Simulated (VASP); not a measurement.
A run of VASP 6.6.1 is set up as follows.

File INCAR:

```
SYSTEM = Os
  ALGO = Fast
  EDIFF = 1E-7
  ENCUT = 520
  GGA = PE
  ISIF = 2
  ISMEAR = 0
  LASPH = .True.
  LCHARG = .False.
  LREAL = .False.
  LWAVE = .False.
  NBANDS = 15
  NELM = 60
  PREC = Accurate
  SIGMA = 0.15
```

The input KPOINTS:

```
k-points
0
Gamma
  18 18 12
  0 0 0
```

POSCAR

```
Os
1.0
    2.7340999755      0.0000000000      0.0000000000
   -1.3670499878      2.3678000353      0.0000000000
    0.0000000000      0.0000000000      4.3197000000
Os
2
Direct
    0.2109506390      0.5770763165      0.2500000000
    0.6666666667      0.3333333333      0.7500000000
```

Potentials or basis: VASP PAW PBE potentials, release 64 (Os).

The run is started by

```bash
$ cat potpaw_PBE.64/Os/POTCAR > POTCAR
$ mpirun -np 1 vasp_std > vasp.out
```

(1) Predict the band gap on the k mesh.

(2) What does it give for the largest force?

(3) Estimate the pressure.

## Answers

(1) zero (bands 8 and 9 overlap by 3.89 eV).

(2) 2.573 eV/Å.

(3) 14.9 GPa.

Caveat: the cell differs from its parent crystal (atom 1 (Os) moved by (-0.300, +0.000) A along [1 1 0] and z); the cell stands under pressure; spin-orbit coupling is left out, which moves the levels of the heavy elements; forces of over 1 eV/Å act on the atoms, so gaps and moduli don't describe the material at rest.
